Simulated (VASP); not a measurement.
# Si (P6_3/mmc) in VASP: notebook

The runs below take Si through single point, with r2SCAN.

Everything below comes from runs of VASP 6.6.1. Logs are shortened: lines on timing, memory, paths and dates and some standing lists are left out, and cuts for length are marked.

## (1) The cell of the first run

It takes space group P6_3/mmc (No. 194, hexagonal). The conventional cell has a = 2.444 Å, b = 2.444 Å, c = 4.152 Å, α = 90.00°, β = 90.00°, γ = 120.00°. Within 3.2 Å of Si (site symmetry -6m2) lie 12 Si at 2.44 to 2.51 Å.

This isn't the form of Si at room conditions, which is diamond.

## (2) Single point, r2SCAN

File POSCAR:

```
Si
1.0
    2.4440000000      0.0000000000      0.0000000000
   -1.2220000000      2.1165700000      0.0000000000
    0.0000000000      0.0000000000      4.1520000000
Si
2
Direct
    0.3333333333      0.6666666667      0.2500000000
    0.6666666667      0.3333333333      0.7500000000
```

File INCAR.step1:

```
PREC = Accurate ; ENCUT = 520
ISMEAR = 1 ; SIGMA = 0.5
LREAL = False ; LASPH = True
NELM = 80 ; NBANDS = 11
GGA = PE ; ALGO = Normal
EDIFF = 1E-4 ; LWAVE = True
LCHARG = False
```

File INCAR.step2:

```
PREC = Accurate ; ENCUT = 520
EDIFF = 1E-6 ; ISMEAR = 1
SIGMA = 0.5 ; LREAL = False
LASPH = True ; NELM = 80
ALGO = Normal ; ISIF = 2
LWAVE = False ; LCHARG = False
METAGGA = R2SCAN ; LMIXTAU = True
NBANDS = 11 ; ISTART = 1
```

File KPOINTS:

```
regular mesh
0
Gamma
  14 14 7
```

Potentials or basis: VASP PAW PBE potentials, release 64 (Si).

Started as:

```
cat potpaw_PBE.64/Si/POTCAR > POTCAR
cp INCAR.step1 INCAR
mpirun -np 1 vasp_std > vasp.out
cp INCAR.step2 INCAR
mpirun -np 1 vasp_std > vasp.out
```

OUTCAR:

```text
PREC = Accurate
   ENCUT = 520
   EDIFF = 1E-6
   ISMEAR = 1
   LREAL = False
   LASPH = True
   NELM = 80
   ISIF = 2
   METAGGA = R2SCAN
   ISTART = 1

 ion  position               nearest neighbor table
   1  0.333  0.667  0.250-   2 2.51   2 2.51   2 2.51   2 2.51   2 2.51   2 2.51
   2  0.667  0.333  0.750-   1 2.51   1 2.51   1 2.51   1 2.51   1 2.51   1 2.51

  LATTYP: Found a hexagonal cell.
 ALAT       =     2.4440000000
 C/A-ratio  =     1.6988543372

  Lattice vectors:

 A1 = (   2.4440000000,   0.0000000000,   0.0000000000)
 A2 = (  -1.2220000000,   2.1165700000,   0.0000000000)
 A3 = (   0.0000000000,   0.0000000000,   4.1520000000)

Analysis of symmetry for initial positions (statically):
=====================================================================
 Subroutine PRICEL returns:
 Original cell was already a primitive cell.

 Routine SETGRP: Setting up the symmetry group for a
 hexagonal supercell.

 Subroutine GETGRP returns: Found 24 space group operations
 (whereof 12 operations were pure point group operations)
 out of a pool of 24 trial point group operations.

The static configuration has the point symmetry D_3d.
 The point group associated with its full space group is D_6h.

Analysis of symmetry for dynamics (positions and initial velocities):
=====================================================================
 Subroutine PRICEL returns:
 Original cell was already a primitive cell.

 Routine SETGRP: Setting up the symmetry group for a
 hexagonal supercell.

 Subroutine GETGRP returns: Found 24 space group operations
 (whereof 12 operations were pure point group operations)
 out of a pool of 24 trial point group operations.

The dynamic configuration has the point symmetry D_3d.
 The point group associated with its full space group is D_6h.

 Subroutine INISYM returns: Found 24 space group operations
 (whereof 12 operations are pure point group operations),
 and found     1 'primitive' translations

----------------------------------------------------------------------------------------

                                     Primitive cell

  volume of cell :      21.4779

  direct lattice vectors                    reciprocal lattice vectors
     2.444000000  0.000000000  0.000000000     0.409165303  0.236231261  0.000000000
    -1.222000000  2.116570000  0.000000000     0.000000000  0.472462522  0.000000000
     0.000000000  0.000000000  4.152000000     0.000000000  0.000000000  0.240847784

  length of vectors
     2.444000000  2.444003389  4.152000000     0.472463177  0.472462522  0.240847784

  position of ions in fractional coordinates (direct lattice)
     0.333333333  0.666666667  0.250000000
     0.666666667  0.333333333  0.750000000

  ion indices of the primitive-cell ions
   primitive index   ion index
                 1           1
                 2           2

----------------------------------------------------------------------------------------

 KPOINTS: regular mesh

Automatic generation of k-mesh.
 Grid dimensions read from file:
 generate k-points for:   14   14    7

 Generating k-lattice:

  Cartesian coordinates                     Fractional coordinates (reciprocal lattice)
     0.029226093  0.016873661  0.000000000     0.071428571  0.000000000  0.000000000
     0.000000000  0.033747323  0.000000000     0.000000000  0.071428571  0.000000000
     0.000000000  0.000000000  0.034406826     0.000000000  0.000000000  0.142857143

  Length of vectors
     0.033747370  0.033747323  0.034406826

  Shift w.r.t. Gamma in fractional coordinates (k-lattice)
     0.000000000  0.000000000  0.000000000

 Subroutine IBZKPT returns following result:
 ===========================================

 Found     96 irreducible k-points:

 Following reciprocal coordinates:
            Coordinates               Weight
  0.000000  0.000000  0.000000      1.000000
  0.071429 -0.000000  0.000000      6.000000
  0.142857  0.000000  0.000000      6.000000
  0.214286  0.000000  0.000000      6.000000
  0.285714  0.000000  0.000000      6.000000
  0.357143 -0.000000  0.000000      6.000000
[... 16 lines left out ...]
  0.285714  0.285714  0.000000      6.000000
  0.357143  0.285714  0.000000      6.000000
 [... further k-points ...]
   k-points           NKPTS =     96   k-points in BZ     NKDIM =     96   number of bands    NBANDS=     11
   number of dos      NEDOS =    301   number of ions     NIONS =      2
   total plane-waves  NPLWV =  10368
   dimension x,y,z NGX =    18 NGY =   18 NGZ =   32
   dimension x,y,z NGXF=    36 NGYF=   36 NGZF=   64
   ions per type =               2
   NGX,Y,Z   is equivalent  to a cutoff of  12.24, 12.24, 12.81 a.u.
   NGXF,Y,Z  is equivalent  to a cutoff of  24.49, 24.49, 25.63 a.u.
 SYSTEM =  unknown system
   PREC   = accura    normal or accurate (medium, high low for compatibility)
   ISTART =      1    job   : 0-new  1-cont  2-samecut
   ICHARG =      0    charge: 1-file 2-atom 10-const
   ISPIN  =      1    spin polarized calculation?
   LNONCOLLINEAR =      F non collinear calculations
   LSORBIT =      F    spin-orbit coupling
   LASPH  =      T    aspherical Exc in radial PAW
   ENCUT  =  520.0 eV  38.22 Ry    6.18 a.u.   4.54  4.54  7.72*2*pi/ulx,y,z
   NELM   =     80;   NELMIN=  2; NELMDL=  0     # of ELM steps
   EDIFF  = 0.1E-05   stopping-criterion for ELM
   LREAL  =      F    real-space projection
   EDIFFG = 0.1E-04   stopping-criterion for IOM
   NSW    =      0    number of steps for IOM
   IBRION =     -1    ionic relax: 0-MD 1-quasi-New 2-CG
   NFREE  =      0    steps in history (QN), initial steepest desc. (CG)
   ISIF   =      2    stress and relaxation
   ISYM   =      2    0-nonsym 1-usesym 2-fastsym
   POTIM  = 0.5000    time-step for ionic-motion
   TEBEG  =    0.0;   TEEND  =   0.0 temperature during run
   PSTRESS=    0.0 pullay stress
   NELECT =       8.0000    total number of electrons
   NUPDOWN=      -1.0000    fix difference up-down
   EMIN   =  10.00;   EMAX   =-10.00  energy-range for DOS
   EFERMI =   0.00;   METHOD = LEGACY
   ISMEAR =     1;   SIGMA  =   0.50  broadening in eV -4-tet -1-fermi 0-gaus
   EFERMI_NEDOS =   21; number of points for ismear=-14 and -15
   IALGO  =     38    algorithm
   IMIX   =      4    mixing-type and parameters
     AMIX     =   0.40;   BMIX     =  1.00
     AMIX_MAG =   1.60;   BMIX_MAG =  1.00
  volume/ion in A,a.u.               =      10.74        72.47
  Fermi-wavevector in a.u.,A,eV,Ry     =   1.177898  2.225905 18.877325  1.387444
  Thomas-Fermi vector in A             =   2.314237
   LORBIT       =      0    0 simple, 1 ext, 2 COOP (PROOUT), +10 PAW based schemes
   METAGGA = R2SCAN    functional components
   LHFCALC =     F    Hartree Fock is set to
   AEXX    =    0.0000 exact exchange contribution
   IVDW    =     0    specifies the selected vdW correction
   LEPSILON=     F    determine dielectric tensor
   LRPA    =     F    only Hartree local field effects (RPA)
 non-spin polarized calculation
 Methfessel and Paxton  Order N= 1 SIGMA  =   0.50
  energy-cutoff  :      520.00
  volume of cell :       21.48
 maximum number of plane-waves:       598
   NGX =  9   NGY =  9   NGZ = 15

 number of electron       8.0000000 magnetization

 Free energy of the ion-electron system (eV)
  ---------------------------------------------------
  ext. energy  EPLUGINS =         0.00000000
  ---------------------------------------------------
  free energy    TOTEN  =       -15.50739610 eV

  energy without entropy =      -15.50480867  energy(sigma->0) =      -15.50653362

 E-fermi :  14.5971     XC(G=0): -13.2886

 val. band max:       14.5807800215   @ k =   0.2857   0.1429   0.2857
 cond. band min:      14.6500004909   @ k =   0.2857   0.2143   0.4286
 fundamental gap:      0.0692204694
 Fermi energy:        14.5970580332

 k-point     1 :       0.0000    0.0000    0.0000
  band No.  band energies     occupation
      1      -3.8917      2.00000
      2       4.6895      2.00000
      3       4.9540      2.00000
      4      26.8800      0.00000
      5      26.8800      0.00000
      6      27.1061      0.00000
      7      27.1488      0.00000
      8      27.1489      0.00000
      9      29.5947      0.00000
     10      31.9474      0.00000
     11      33.0939      0.00000

 k-point     2 :       0.0714   -0.0000    0.0000
  band No.  band energies     occupation
      1      -3.7170      2.00000
      2       4.8539      2.00000
      3       5.1209      2.00000
      4      23.7583     -0.00000
      5      25.1005      0.00000
      6      26.5061      0.00000
      7      28.3773      0.00000
      8      29.1846      0.00000
      9      29.6211      0.00000
     10      31.2304      0.00000
     11      31.8853      0.00000

 k-point     3 :       0.1429    0.0000    0.0000
  band No.  band energies     occupation
      1      -3.1938      2.00000
      2       5.3471      2.00000
      3       5.6180      2.00000
      4      20.0656     -0.00000
      5      23.4849     -0.00000
      6      25.1521      0.00000
      7      27.3408      0.00000
      8      27.9589      0.00000
      9      30.0180      0.00000
     10      30.2394      0.00000
     11      30.3888      0.00000
[... 267 lines left out ...]
 k-point    23 :       0.2857    0.2857    0.0000
  band No.  band energies     occupation
      1       4.2887      2.00000
      2       8.6228      2.00000
      3       8.9203      2.00000
      4      12.4926      2.00000
      5      13.2490      2.00092
      6      16.5155     -0.00000
      7      17.5494     -0.00000
      8      18.3609     -0.00000
      9      18.8571     -0.00000
     10      34.5909      0.00000
     11      35.5197      0.00000

 k-point    24 :       0.3571    0.2857    0.0000
  band No.  band energies     occupation
      1       6.3895      2.00000
      2       6.4426      2.00000
      3       8.6481      2.00000
      4      14.0983      2.04975
      5      14.1520      2.01932
      6      15.0296     -0.00979
      7      16.6780     -0.00000
      8      17.7497     -0.00000
      9      18.2921     -0.00000
     10      35.0144      0.00000
     11      37.1272      0.00000

 [... further k-points ...]

------------------------ aborting loop because EDIFF is reached ----------------------------------------

  FORCE on cell =-STRESS in cart. coord.  units (eV):
  Direction    XX          YY          ZZ          XY          YZ          ZX
  --------------------------------------------------------------------------------------
  -------------------------------------------------------------------------------------
  Total        5.5934250      5.5934457      6.1357524      0.0000000      0.0000000      0.0000000
  in kB      417.2508426    417.2523854    457.7066559      0.0000000      0.0000000      0.0000000
  external PRESSURE =     430.7366280 kB  Pullay stress =       0.0000000 kB

 VOLUME and BASIS-vectors are now :
 -----------------------------------------------------------------------------
  energy-cutoff  :      520.00
  volume of cell :       21.48
      direct lattice vectors                 reciprocal lattice vectors
     2.444000000  0.000000000  0.000000000     0.409165303  0.236231261  0.000000000
    -1.222000000  2.116570000  0.000000000     0.000000000  0.472462522  0.000000000
     0.000000000  0.000000000  4.152000000     0.000000000  0.000000000  0.240847784

 POSITION                                       TOTAL-FORCE (eV/Angst)
 -----------------------------------------------------------------------------------
     -0.00000      1.41105      1.03800         0.000000      0.000000      0.000000
      1.22200      0.70552      3.11400        -0.000000     -0.000000      0.000000
 -----------------------------------------------------------------------------------
    total drift:                               -0.000000     -0.000000     -0.000000

  FREE ENERGIE OF THE ION-ELECTRON SYSTEM (eV)
  ---------------------------------------------------
  free  energy   TOTEN  =       -15.5073961002 eV

  energy  without entropy=      -15.5048086675  energy(sigma->0) =      -15.50653362
```

Run time: 88 s. Hardware: 1 thread of Intel Xeon 8259CL, shared host; peak memory 0.14 GiB.

What came out:

| Item | Value |
| --- | --- |
| Free energy | -15.5074 eV |
| Pressure | 43.1 GPa |
| Band gap on the k mesh | zero (bands 4 and 5 overlap by 15.75 eV) |

Levels at points of the mesh, in eV from the Fermi level:
```csv
k point,band 1,band 2,band 3,band 4,band 5,band 6,band 7,band 8,band 9
"(0.00, 0.00, 0.00)",-18.49,-9.91,-9.64,12.28,12.28,12.51,12.55,12.55,15.00
"(0.50, 0.00, 0.00)",-10.17,-10.14,-2.43,-1.99,-1.17,-0.85,5.22,7.86,12.63
```

Caveat: the cell stands under pressure; so wide a smearing shifts energies and pressures; the PAW data sets were made with another functional, which shifts forces and pressure a little.

## (3) Single point, r2SCAN

POSCAR is that of step 2.

File INCAR.step1:

```
  ALGO = Normal
  EDIFF = 1E-4
  ENCUT = 520
  GGA = PE
  ISMEAR = 1
  LASPH = T
  LCHARG = F
  LREAL = F
  LWAVE = T
  NBANDS = 11
  NELM = 100
  PREC = Accurate
  SIGMA = 0.3
```

File INCAR.step2:

```
  ALGO = Normal
  EDIFF = 1E-6
  ENCUT = 520
  ISIF = 2
  ISMEAR = 1
  ISTART = 1
  LASPH = T
  LCHARG = T
  LELF = T
  LMIXTAU = T
  LREAL = F
  LVHAR = T
  LWAVE = F
  METAGGA = R2SCAN
  NBANDS = 11
  NELM = 100
  PREC = Accurate
  SIGMA = 0.3
```

File KPOINTS:

```
k-points
0
Gamma
  14 14 7
```

Potentials or basis: VASP PAW PBE potentials, release 64 (Si).

Started as:

```
cat potpaw_PBE.64/Si/POTCAR > POTCAR
cp INCAR.step1 INCAR
mpirun -np 1 vasp_std > vasp.out
cp INCAR.step2 INCAR
mpirun -np 1 vasp_std > vasp.out
```

OUTCAR:

```text
EDIFF = 1E-6
   ENCUT = 520
   ISIF = 2
   ISMEAR = 1
   ISTART = 1
   LASPH = T
   LREAL = F
   METAGGA = R2SCAN
   NELM = 100
   PREC = Accurate

 ion  position               nearest neighbor table
   1  0.333  0.667  0.250-   2 2.51   2 2.51   2 2.51   2 2.51   2 2.51   2 2.51
   2  0.667  0.333  0.750-   1 2.51   1 2.51   1 2.51   1 2.51   1 2.51   1 2.51

  LATTYP: Found a hexagonal cell.
 ALAT       =     2.4440000000
 C/A-ratio  =     1.6988543372

  Lattice vectors:
[... 524 lines left out ...]
 [... further k-points ...]

------------------------ aborting loop because EDIFF is reached ----------------------------------------

  FORCE on cell =-STRESS in cart. coord.  units (eV):
  Direction    XX          YY          ZZ          XY          YZ          ZX
  --------------------------------------------------------------------------------------
  -------------------------------------------------------------------------------------
  Total        5.5274832      5.5275036      6.2634400      0.0000000      0.0000000      0.0000000
  in kB      412.3317984    412.3333230    467.2317206      0.0000000      0.0000000      0.0000000
  external PRESSURE =     430.6322807 kB  Pullay stress =       0.0000000 kB

 VOLUME and BASIS-vectors are now :
 -----------------------------------------------------------------------------
  energy-cutoff  :      520.00
  volume of cell :       21.48
      direct lattice vectors                 reciprocal lattice vectors
     2.444000000  0.000000000  0.000000000     0.409165303  0.236231261  0.000000000
    -1.222000000  2.116570000  0.000000000     0.000000000  0.472462522  0.000000000
     0.000000000  0.000000000  4.152000000     0.000000000  0.000000000  0.240847784

 POSITION                                       TOTAL-FORCE (eV/Angst)
 -----------------------------------------------------------------------------------
     -0.00000      1.41105      1.03800         0.000000      0.000000      0.000000
      1.22200      0.70552      3.11400        -0.000000     -0.000000      0.000000
 -----------------------------------------------------------------------------------
    total drift:                               -0.000000     -0.000000     -0.000000

  FREE ENERGIE OF THE ION-ELECTRON SYSTEM (eV)
  ---------------------------------------------------
  free  energy   TOTEN  =       -15.5065283941 eV

  energy  without entropy=      -15.5053459484  energy(sigma->0) =      -15.50613425
```

OUTCAR.step1:

```text
EDIFF = 1E-4
   ENCUT = 520
   GGA = PE
   ISMEAR = 1
   LASPH = T
[... 559 lines left out ...]
 -----------------------------------------------------------------------------------
     -0.00000      1.41105      1.03800        -0.000000     -0.000000      0.000000
      1.22200      0.70552      3.11400         0.000000      0.000000      0.000000
 -----------------------------------------------------------------------------------
    total drift:                               -0.000000     -0.000000     -0.000000

  FREE ENERGIE OF THE ION-ELECTRON SYSTEM (eV)
  ---------------------------------------------------
  free  energy   TOTEN  =        -8.9837589605 eV

  energy  without entropy=       -8.9827923165  energy(sigma->0) =       -8.98343675
```

It took 86 s on 1 thread of Intel Xeon 8259CL, shared host; peak memory 0.14 GiB.

Results:

| Quantity | Value |
| --- | --- |
| Free energy | -15.5065 eV |
| Pressure | 43.1 GPa |
| Band gap on the k mesh | zero (bands 4 and 5 overlap by 15.75 eV) |

Stress tensor (GPa, compression positive):
```
41.23  0.00  0.00
 0.00 41.23  0.00
 0.00  0.00 46.72
```

Caveat: the cell stands under pressure; so wide a smearing shifts energies and pressures; the PAW data sets were made with another functional, which shifts forces and pressure a little.

## (4) Single point, r2SCAN

POSCAR is that of step 3.

File INCAR.step1:

```
SYSTEM = Si
PREC = Accurate
ENCUT = 520
ISMEAR = 1
SIGMA = 0.2
LREAL = .FALSE.
LASPH = .TRUE.
NELM = 80
NBANDS = 11
GGA = PE
ALGO = Normal
EDIFF = 1E-4
LWAVE = .TRUE.
LCHARG = .FALSE.
```

File INCAR.step2:

```
SYSTEM = Si
PREC = Accurate
ENCUT = 520
EDIFF = 1E-7
ISMEAR = 1
SIGMA = 0.2
LREAL = .FALSE.
LASPH = .TRUE.
NELM = 80
ALGO = Normal
ISIF = 2
LWAVE = .FALSE.
LCHARG = .FALSE.
METAGGA = R2SCAN
LMIXTAU = .TRUE.
NBANDS = 11
ISTART = 1
```

File KPOINTS:

```
regular mesh
0
G
  14 14 7
  0 0 0
```

Started as:

```
cat potpaw_PBE.64/Si/POTCAR > POTCAR
cp INCAR.step1 INCAR
mpirun -np 1 vasp_std > vasp.out
cp INCAR.step2 INCAR
mpirun -np 1 vasp_std > vasp.out
```

It took 88 s on 1 thread of Intel Xeon 8259CL, shared host; peak memory 0.14 GiB.

Results (log left out):

```yaml
Free_energy: -15.5060 eV
Pressure: 43.0 GPa
Band_gap_on_the_k_mesh: zero (bands 4 and 5 overlap by 15.75 eV)
```

Stress tensor (GPa, compression positive):
```
40.95  0.00  0.00
 0.00 40.95  0.00
 0.00  0.00 47.22
```

Levels at points of the mesh, in eV from the Fermi level:
| k point | band 1 | band 2 | band 3 | band 4 | band 5 | band 6 | band 7 | band 8 |
| --- | --- | --- | --- | --- | --- | --- | --- | --- |
| (0.00, 0.00, 0.00) | -18.51 | -9.93 | -9.66 | 12.26 | 12.26 | 12.49 | 12.53 | 12.53 |
| (0.50, 0.00, 0.00) | -10.19 | -10.16 | -2.45 | -2.01 | -1.19 | -0.87 | 5.20 | 7.84 |

Caveat: the cell stands under pressure; the PAW data sets were made with another functional, which shifts forces and pressure a little.

[end of part 1 of 2]
